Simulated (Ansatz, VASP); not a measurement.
**BeS in VASP and in Ansatz**

```
Be S
1.0
     0.00000    2.22461    2.22461
     2.22461    0.00000    2.22461
     2.22461    2.22461    0.00000
Be S
1 1
Direct
  0.00000 0.00000 0.00000
  0.50000 0.50000 0.50000
```

Change from the starting cell: hydrostatic strain -4.0%.

Alike in both runs: task single point; functional HSE06; k mesh 6 × 6 × 6; no spin polarisation.

|  | VASP | Ansatz |
| --- | --- | --- |
| version | VASP 6.6.1 | Ansatz 0.2.0 |
| potentials or method | VASP PAW PBE potentials, release 64 (Be, S) | plane waves, PAW |
| plane-wave cutoff (eV) | 520 | 420 |
| occupations | gaussian, width 0.01 eV | fixed |
| valence electrons in the cell | 8 | 8 |

VASP gave:

- gap on the k mesh at the Fermi level (eV): 1.81
- pressure (GPa): 14.8

Question: Estimate Ansatz's values.

Answer: gap on the k mesh at the Fermi level (eV): 1.82; pressure (GPa): 15.1.

Ansatz's warnings: stress exchange threshold loose, stress scf threshold loose.
